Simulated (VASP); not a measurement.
Set up this calculation in VASP 6.6.1, as the native input.

```yaml
Task: single point
Functional: PBE
Potentials_or_basis: VASP PAW PBE potentials, release 64 (Na_pv, H)
Cutoff: 400 eV
k_mesh: 4 × 4 × 1
Occupations: gaussian, width 0.1 eV
Spin: no spin polarisation
Dipole_correction: yes
Further_INCAR_settings: ALGO = Normal; EDIFF = 1e-06; NBANDS = 40; NELMDL = -8
```

The structure of Na4H lies in POSCAR:

```
Na4H
1.0
    7.2665054626      0.0000000000      0.0000000000
   -2.4221684875      6.8509270508      0.0000000000
    0.0000000000      0.0000000000     20.9665384335
Na H
8 2
Direct
    0.2500000000      0.2500000000      0.1907801811
    0.2500000000      0.7500000000      0.1907801811
    0.7500000000      0.2500000000      0.1907801811
    0.7500000000      0.7500000000      0.1907801811
    0.0000000000      0.0000000000      0.3322693660
    0.0000000000      0.5000000000      0.3322693660
    0.5000000000      0.0000000000      0.3322693660
    0.5000000000      0.5000000000      0.3322693660
    0.0854033960      0.3333333333      0.4753545019
    0.2479299373      0.3333333333      0.4753545019
```

One way to write it, as run:

INCAR

```
SYSTEM = Na4H
PREC = Accurate
ENCUT = 400
EDIFF = 1E-6
ISMEAR = 0
SIGMA = 0.1
LREAL = .FALSE.
LASPH = .TRUE.
NELM = 120
ALGO = Normal
ISIF = 2
LWAVE = .FALSE.
LCHARG = .FALSE.
LDIPOL = .TRUE.
IDIPOL = 3
DIPOL = 0.5 0.5 0.304
GGA = PE
NBANDS = 40
GGA_COMPAT = .FALSE.
NELMDL = -8
```

KPOINTS

```
Automatic mesh
0
G
  4 4 1
  0 0 0
```

Potentials or basis: VASP PAW PBE potentials, release 64 (Na_pv, H).

Launch:

```console
$ cat potpaw_PBE.64/Na_pv/POTCAR potpaw_PBE.64/H/POTCAR > POTCAR
$ mpirun -np 1 vasp_std > vasp.out
```

It gave:

* Largest force: 4.322 eV/Å
* Band gap on the k mesh: zero (bands 29 and 30 overlap by 0.76 eV)

Run time: 5 min on 1 thread of Intel(R) Xeon(R) 6975P-C (Granite Rapids) (shared host), peak memory 0.75 GiB.
